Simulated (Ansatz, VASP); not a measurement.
TaN: VASP beside Ansatz

```
CELL_PARAMETERS angstrom
3.66304 0.00000 0.00000
0.00000 3.66304 0.00000
0.00000 0.00000 4.56049
ATOMIC_POSITIONS crystal
Ta 0.00000 0.50000 0.00000
Ta 0.50000 0.00000 0.50000
N 0.00000 0.00000 0.25000
N 0.00000 0.00000 0.75000
```

Alike in both runs: functional r2SCAN; k mesh 4 × 4 × 4; occupations fermi-dirac, width 0.05 eV; no spin polarisation.

|  | VASP | Ansatz |
| --- | --- | --- |
| version | VASP 6.6.1 | Ansatz 0.2.0 |
| potentials or method | VASP PAW PBE potentials, release 64 (Ta_pv, N) | Ansatz PAW |
| plane-wave cutoff (eV) | 520 | 500 |
| valence electrons in the cell | 32 | 36 |
| task | single point | band structure |

Ansatz gave:

```
gap on the k mesh at the Fermi level (eV)                     : none
pressure (GPa)                                                : -23.0
traceless stress, the component that is largest in VASP (GPa) : 27.36
```

Q: Which values does VASP return?

A: gap on the k mesh at the Fermi level (eV): none; pressure (GPa): -22.3; traceless stress, the component that is largest in VASP (GPa): 27.33.

VASP's potentials were made for PBE, not for r2SCAN. A gap of «none» marks a metal or a gap that the smearing closes. The functional is the same, so the differences come from potentials, cutoffs and numerics. VASP's potentials hold 32 valence electrons a cell and Ansatz's 36, so a difference there can come from the potentials and not from the codes.

The k mesh is coarse, so the values compare programs but aren't converged. Spin-orbit coupling is off throughout.
